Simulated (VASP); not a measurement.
# Re (P6/mmm) in VASP: a series of runs

The runs below take Re through single point, with revPBE.

Program: VASP 6.6.1. These are calculated values, not measurements. Logs are shortened: lines on timing, memory, paths and dates and some standing lists are left out, and cuts for length are marked.

## 1. The cell of the first run

The structure is hexagonal, space group P6/mmm (No. 191). The conventional cell has a = 4.391 Å, b = 4.391 Å, c = 2.752 Å, α = 90.00°, β = 90.00°, γ = 120.00°. Re (site symmetry 6/mmm) has 14 Re at 2.75 to 2.88 Å within 3.6 Å. Re (site symmetry -6m2) has 11 Re at 2.54 to 2.88 Å within 3.3 Å.

## 2. Single point, revPBE

INCAR

```
SYSTEM = Re
PREC = Accurate
ENCUT = 520
EDIFF = 1E-7
ISMEAR = -1
SIGMA = 0.1
LREAL = .FALSE.
LASPH = .TRUE.
NELM = 100
ALGO = Normal
ISIF = 2
LWAVE = .FALSE.
LCHARG = .TRUE.
GGA = RE
LELF = .TRUE.
LVHAR = .TRUE.
NBANDS = 18
```

KPOINTS

```
regular mesh
0
G
  11 11 15
  0 0 0
```

POSCAR

```
Re
1.0
    4.3913591619      0.0000000000      0.0000000000
   -2.1956795809      3.8030285913      0.0000000000
    0.0000000000      0.0000000000      2.7519768987
Re
3
Direct
    0.0000000000      0.0000000000      1.0000000000
    0.3333333333      0.6666666667      0.5000000000
    0.6666666667      0.3333333333      0.5000000000
```

Potentials or basis: VASP PAW PBE potentials, release 64 (Re).

Run with:

```
$ cat potpaw_PBE.64/Re/POTCAR > POTCAR
$ mpirun -np 1 vasp_std > vasp.out
```

OUTCAR:

```text
SYSTEM = Re
   PREC = Accurate
   ENCUT = 520
   EDIFF = 1E-7
   ISMEAR = -1
   LREAL = .FALSE.
   LASPH = .TRUE.
   NELM = 100
   ISIF = 2
   GGA = RE

 ion  position               nearest neighbor table
   1  0.000  0.000  0.000-   2 2.88   3 2.88   2 2.88   3 2.88   2 2.88   2 2.88   3 2.88   3 2.88
                             3 2.88   3 2.88   2 2.88   2 2.88
   2  0.333  0.667  0.500-   3 2.54   3 2.54   3 2.54   1 2.88   1 2.88   1 2.88   1 2.88   1 2.88
                             1 2.88
   3  0.667  0.333  0.500-   2 2.54   2 2.54   2 2.54   1 2.88   1 2.88   1 2.88   1 2.88   1 2.88
                             1 2.88

  LATTYP: Found a hexagonal cell.
 ALAT       =     4.3913591619
 C/A-ratio  =     0.6266799861

  Lattice vectors:

 A1 = (   4.3913591619,   0.0000000000,   0.0000000000)
 A2 = (  -2.1956795809,   3.8030285913,   0.0000000000)
 A3 = (   0.0000000000,   0.0000000000,   2.7519768987)

Analysis of symmetry for initial positions (statically):
=====================================================================
 Subroutine PRICEL returns:
 Original cell was already a primitive cell.

 Routine SETGRP: Setting up the symmetry group for a
 hexagonal supercell.

 Subroutine GETGRP returns: Found 24 space group operations
 (whereof 24 operations were pure point group operations)
 out of a pool of 24 trial point group operations.

The static configuration has the point symmetry D_6h.

Analysis of symmetry for dynamics (positions and initial velocities):
=====================================================================
 Subroutine PRICEL returns:
 Original cell was already a primitive cell.

 Routine SETGRP: Setting up the symmetry group for a
 hexagonal supercell.

 Subroutine GETGRP returns: Found 24 space group operations
 (whereof 24 operations were pure point group operations)
 out of a pool of 24 trial point group operations.

The dynamic configuration has the point symmetry D_6h.

 Subroutine INISYM returns: Found 24 space group operations
 (whereof 24 operations are pure point group operations),
 and found     1 'primitive' translations

----------------------------------------------------------------------------------------

                                     Primitive cell

  volume of cell :      45.9593

  direct lattice vectors                    reciprocal lattice vectors
     4.391359162  0.000000000  0.000000000     0.227719930  0.131474163  0.000000000
    -2.195679581  3.803028591  0.000000000     0.000000000  0.262948326  0.000000000
     0.000000000  0.000000000  2.751976899     0.000000000  0.000000000  0.363375143

  length of vectors
     4.391359162  4.391359162  2.751976899     0.262948326  0.262948326  0.363375143

  position of ions in fractional coordinates (direct lattice)
     0.000000000  0.000000000  0.000000000
     0.333333333  0.666666667  0.500000000
     0.666666667  0.333333333  0.500000000

  ion indices of the primitive-cell ions
   primitive index   ion index
                 1           1
                 2           2
                 3           3

----------------------------------------------------------------------------------------

 KPOINTS: regular mesh

Automatic generation of k-mesh.
 Grid dimensions read from file:
 generate k-points for:   11   11   15

 Generating k-lattice:

  Cartesian coordinates                     Fractional coordinates (reciprocal lattice)
     0.020701812  0.011952197  0.000000000     0.090909091  0.000000000  0.000000000
     0.000000000  0.023904393  0.000000000     0.000000000  0.090909091  0.000000000
     0.000000000  0.000000000  0.024225010     0.000000000  0.000000000  0.066666667

  Length of vectors
     0.023904393  0.023904393  0.024225010

  Shift w.r.t. Gamma in fractional coordinates (k-lattice)
     0.000000000  0.000000000  0.000000000

 Subroutine IBZKPT returns following result:
 ===========================================

 Found    128 irreducible k-points:

 Following reciprocal coordinates:
            Coordinates               Weight
  0.000000  0.000000  0.000000      1.000000
  0.090909 -0.000000  0.000000      6.000000
  0.181818 -0.000000  0.000000      6.000000
  0.272727 -0.000000  0.000000      6.000000
  0.363636  0.000000  0.000000      6.000000
  0.454545 -0.000000  0.000000      6.000000
[... 16 lines left out ...]
  0.090909  0.090909  0.066667     12.000000
  0.181818  0.090909  0.066667     24.000000
 [... further k-points ...]
   k-points           NKPTS =    128   k-points in BZ     NKDIM =    128   number of bands    NBANDS=     18
   number of dos      NEDOS =    301   number of ions     NIONS =      3
   total plane-waves  NPLWV =  25920
   dimension x,y,z NGX =    36 NGY =   36 NGZ =   20
   dimension x,y,z NGXF=    72 NGYF=   72 NGZF=   40
   ions per type =               3
   NGX,Y,Z   is equivalent  to a cutoff of  13.63, 13.63, 12.08 a.u.
   NGXF,Y,Z  is equivalent  to a cutoff of  27.26, 27.26, 24.16 a.u.
 SYSTEM =  Re
   PREC   = accura    normal or accurate (medium, high low for compatibility)
   ISTART =      0    job   : 0-new  1-cont  2-samecut
   ICHARG =      2    charge: 1-file 2-atom 10-const
   ISPIN  =      1    spin polarized calculation?
   LNONCOLLINEAR =      F non collinear calculations
   LSORBIT =      F    spin-orbit coupling
   LASPH  =      T    aspherical Exc in radial PAW
   ENCUT  =  520.0 eV  38.22 Ry    6.18 a.u.   8.17  8.17  5.12*2*pi/ulx,y,z
   NELM   =    100;   NELMIN=  2; NELMDL= -5     # of ELM steps
   EDIFF  = 0.1E-06   stopping-criterion for ELM
   LREAL  =      F    real-space projection
   EDIFFG = 0.1E-05   stopping-criterion for IOM
   NSW    =      0    number of steps for IOM
   IBRION =     -1    ionic relax: 0-MD 1-quasi-New 2-CG
   NFREE  =      0    steps in history (QN), initial steepest desc. (CG)
   ISIF   =      2    stress and relaxation
   ISYM   =      2    0-nonsym 1-usesym 2-fastsym
   POTIM  = 0.5000    time-step for ionic-motion
   TEBEG  =    0.0;   TEEND  =   0.0 temperature during run
   PSTRESS=    0.0 pullay stress
   NELECT =      21.0000    total number of electrons
   NUPDOWN=      -1.0000    fix difference up-down
   EMIN   =  10.00;   EMAX   =-10.00  energy-range for DOS
   EFERMI =   0.00;   METHOD = LEGACY
   ISMEAR =    -1;   SIGMA  =   0.10  broadening in eV -4-tet -1-fermi 0-gaus
   EFERMI_NEDOS =   21; number of points for ismear=-14 and -15
   IALGO  =     38    algorithm
   IMIX   =      4    mixing-type and parameters
     AMIX     =   0.40;   BMIX     =  1.00
     AMIX_MAG =   1.60;   BMIX_MAG =  1.00
  volume/ion in A,a.u.               =      15.32       103.38
  Fermi-wavevector in a.u.,A,eV,Ry     =   1.260928  2.382808 21.632425  1.589938
  Thomas-Fermi vector in A             =   2.394412
   LORBIT       =      0    0 simple, 1 ext, 2 COOP (PROOUT), +10 PAW based schemes
   GGA     = RE    functional components
   LHFCALC =     F    Hartree Fock is set to
   AEXX    =    0.0000 exact exchange contribution
   IVDW    =     0    specifies the selected vdW correction
   LEPSILON=     F    determine dielectric tensor
   LRPA    =     F    only Hartree local field effects (RPA)
 non-spin polarized calculation
  energy-cutoff  :      520.00
  volume of cell :       45.96
 maximum number of plane-waves:      1270
 NGX is ok and might be reduce to    36
   NGX = 17   NGY = 17   NGZ = 11

 number of electron      21.0000003 magnetization

 Free energy of the ion-electron system (eV)
  ---------------------------------------------------
  ext. energy  EPLUGINS =         0.00000000
  ---------------------------------------------------
  free energy    TOTEN  =       -35.35749150 eV

  energy without entropy =      -35.28694244  energy(sigma->0) =      -35.32221697

 E-fermi :   7.5272     XC(G=0): -13.4678

 val. band max:        7.4969383308   @ k =   0.3636   0.0909   0.2667
 cond. band min:       7.5280689196   @ k =   0.1818   0.0909   0.2000
 fundamental gap:      0.0311305888
 Fermi energy:         7.5272164425

 k-point     1 :       0.0000    0.0000    0.0000
  band No.  band energies     occupation
      1      -2.1117      2.00000
      2       1.8565      2.00000
      3       4.4561      2.00000
      4       4.7443      2.00000
      5       4.7443      2.00000
      6       4.7676      2.00000
[... 10 lines left out ...]
     17      15.5906      0.00000
     18      17.1538      0.00000

 k-point     2 :       0.0909   -0.0000    0.0000
  band No.  band energies     occupation
      1      -1.9782      2.00000
      2       1.9005      2.00000
      3       3.8659      2.00000
      4       4.3372      2.00000
      5       4.3789      2.00000
      6       5.1913      2.00000
[... 10 lines left out ...]
     17      15.6750      0.00000
     18      16.7467      0.00000

 k-point     3 :       0.1818   -0.0000    0.0000
  band No.  band energies     occupation
      1      -1.5897      2.00000
      2       1.9816      2.00000
      3       3.0880      2.00000
      4       3.8965      2.00000
      5       4.0734      2.00000
      6       5.2806      2.00000
[... 10 lines left out ...]
     17      14.8035      0.00000
     18      15.3413      0.00000

 k-point     4 :       0.2727   -0.0000    0.0000
  band No.  band energies     occupation
      1      -0.9825      2.00000
      2       1.8355      2.00000
      3       2.6219      2.00000
      4       3.4541      2.00000
      5       3.9605      2.00000
      6       5.1026      2.00000
[... 375 lines left out ...]
      4       3.8615      2.00000
      5       4.0132      2.00000
      6       4.3592      2.00000
[... 10 lines left out ...]
     17      11.1773      0.00000
     18      12.0764      0.00000

 k-point    23 :       0.0909    0.0909    0.0667
  band No.  band energies     occupation
      1      -1.5882      2.00000
      2       2.1254      2.00000
      3       3.4223      2.00000
      4       3.5853      2.00000
      5       4.5709      2.00000
      6       5.0469      2.00000
[... 10 lines left out ...]
     17      15.2962      0.00000
     18      15.6709      0.00000

 k-point    24 :       0.1818    0.0909    0.0667
  band No.  band energies     occupation
      1      -1.0966      2.00000
      2       2.1098      2.00000
      3       2.8264      2.00000
      4       3.2702      2.00000
      5       4.3600      2.00000
      6       5.2465      2.00000
[... 10 lines left out ...]
     17      14.0156      0.00000
     18      14.4770      0.00000

 [... further k-points ...]

------------------------ aborting loop because EDIFF is reached ----------------------------------------

  FORCE on cell =-STRESS in cart. coord.  units (eV):
  Direction    XX          YY          ZZ          XY          YZ          ZX
  --------------------------------------------------------------------------------------
  -------------------------------------------------------------------------------------
  Total       -0.3191767     -0.3191767     -0.1760995     -0.0000000     -0.0000000      0.0000000
  in kB      -11.1267523    -11.1267523     -6.1389667     -0.0000000     -0.0000000      0.0000000
  external PRESSURE =      -9.4641571 kB  Pullay stress =       0.0000000 kB

 VOLUME and BASIS-vectors are now :
 -----------------------------------------------------------------------------
  energy-cutoff  :      520.00
  volume of cell :       45.96
      direct lattice vectors                 reciprocal lattice vectors
     4.391359162  0.000000000  0.000000000     0.227719930  0.131474163  0.000000000
    -2.195679581  3.803028591  0.000000000     0.000000000  0.262948326  0.000000000
     0.000000000  0.000000000  2.751976899     0.000000000  0.000000000  0.363375143

 POSITION                                       TOTAL-FORCE (eV/Angst)
 -----------------------------------------------------------------------------------
      0.00000      0.00000      0.00000        -0.000000      0.000000      0.000000
     -0.00000      2.53535      1.37599        -0.000000      0.000000     -0.000000
      2.19568      1.26768      1.37599         0.000000      0.000000      0.000000
 -----------------------------------------------------------------------------------
    total drift:                                0.000000      0.000000     -0.000000

  FREE ENERGIE OF THE ION-ELECTRON SYSTEM (eV)
  ---------------------------------------------------
  free  energy   TOTEN  =       -35.3574914957 eV

  energy  without entropy=      -35.2869424355  energy(sigma->0) =      -35.32221697
```

It took 45 s on 1 thread of Intel Xeon 6975P-C (Granite Rapids), shared host; peak memory 0.23 GiB.

What came out:

```yaml
Free_energy: -35.3575 eV
Pressure: -0.9 GPa
```

Caveat: the PAW data sets were made with another functional, which shifts forces and pressure a little; spin-orbit coupling is left out, which moves the levels of the heavy elements.

## 3. Single point, revPBE (volume scaled by 1.08)

INCAR

```
SYSTEM = Re
ALGO = Normal ; EDIFF = 1E-6
ENCUT = 500 ; GGA = RE
GGA_COMPAT = .False. ; ISIF = 2
ISMEAR = -1 ; LASPH = .True.
LCHARG = .False. ; LREAL = .False.
LWAVE = .False. ; NBANDS = 30
NELM = 120 ; PREC = Accurate
SIGMA = 0.1
```

KPOINTS

```
k-points
0
Gamma
  9 9 13
  0 0 0
```

POSCAR

```
Re
1.0
    4.5054711240      0.0000000000      0.0000000000
   -2.2527355620      3.9018524494      0.0000000000
    0.0000000000      0.0000000000      2.8234885816
Re
3
Direct
    0.0000000000      0.0000000000      1.0000000000
    0.3333333333      0.6666666667      0.5000000000
    0.6666666667      0.3333333333      0.5000000000
```

Potentials or basis: VASP PAW PBE potentials, release 64 (Re_sv_GW).

Run with:

```
$ cat potpaw_PBE.64/Re_sv_GW/POTCAR > POTCAR
$ mpirun -np 1 vasp_std > vasp.out
```

Wall time 2.4 min (1 thread of AMD EPYC 7R43 (Zen 3), shared host); peak memory 0.21 GiB.

The run converged. Its results:

* Free energy: -39.8561 eV
* Pressure: -24.3 GPa

Stress tensor (GPa, compression positive):
```
-24.92   0.00   0.00
  0.00 -24.92   0.00
  0.00   0.00 -23.12
```

Levels at points of the mesh, in eV from the Fermi level:
```
           k point  band 20  band 21  band 22  band 23  band 24  band 25
(0.00, 0.00, 0.00)    -1.66    -0.67    -0.67     0.08     0.08     0.12
```

Caveat: the PAW data sets were made with another functional, which shifts forces and pressure a little; spin-orbit coupling is left out, which moves the levels of the heavy elements.

(Part 1 of 2 ends here.)
